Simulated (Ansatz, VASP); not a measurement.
# One calculation of VN, two programs

Contents of INCAR:

```
SYSTEM = VN
ALGO = Normal
EDIFF = 1E-6
ENCUT = 600
GGA = PE
GGA_COMPAT = .False.
ISIF = 2
ISMEAR = 0
ISPIN = 2
LASPH = .True.
LCHARG = .False.
LMAXMIX = 4
LORBIT = 11
LREAL = .False.
LWAVE = .False.
MAGMOM = 0.3 0
NBANDS = 20
NELM = 200
PREC = Accurate
SIGMA = 0.1
```

Contents of KPOINTS:

```
k-points
0
Gamma
  6 6 6
  0 0 0
```

Contents of POSCAR:

```
VN
1.0
    0.0000000000      2.0624650000      2.0624650000
    2.0624650000      0.0000000000      2.0624650000
    2.0624650000      2.0624650000      0.0000000000
V N
1 1
Direct
    0.0000000000      0.0000000000      0.0000000000
    0.5000000000      0.5000000000      0.5000000000
```

Input for Ansatz:

```yaml
crystal:
  lattice:
    - [0.0, 2.062465, 2.062465]
    - [2.062465, 0.0, 2.062465]
    - [2.062465, 2.062465, 0.0]
  atoms:
    - { symbol: V, position: [0.0, 0.0, 0.0], spin: 0.3 }
    - { symbol: "N", position: [0.5, 0.5, 0.5] }
basis:
  ecutwfc: "40 Ry"
kpoints:
  mp_grid: { grid: [6, 6, 6] }
hamiltonian:
  xc: pbe
scf:
  occupations: { method: gaussian, width: 0.1 }
  lower_state_search: "off"
output:
  forces: true
  stress: true
  eigenvalues: true
  populations: true
magnetization:
  spin_polarized: true
```

Alike in both runs: task single point; functional PBE; k mesh 6 × 6 × 6; occupations gaussian, width 0.1 eV; collinear spin.

```csv
,VASP,Ansatz
version,VASP 6.6.1,Ansatz 0.2.0
potentials or method,"VASP PAW PBE potentials, release 64 (V_sv, N), cutoff 600 eV","scalar-relativistic, plane waves, PAW"
valence electrons in the cell,18,18
```

|  | VASP | Ansatz | Ansatz less VASP |
| --- | --- | --- | --- |
| gap on the k mesh at the Fermi level (eV) | none | none | - |
| pressure (GPa) | -0.2 | -0.8 | -0.60 |
| net moment per atom (μB) | 0.17 | 0.17 | 0.000 |
| size of the moment on the site where the two differ most (μB) | 0.33 | 0.28 | -0.050 |

Site moments also hang on the region over which each program counts them. A gap of «none» marks a metal or a gap that the smearing closes.

The k mesh is coarse, so the values compare programs but aren't converged.
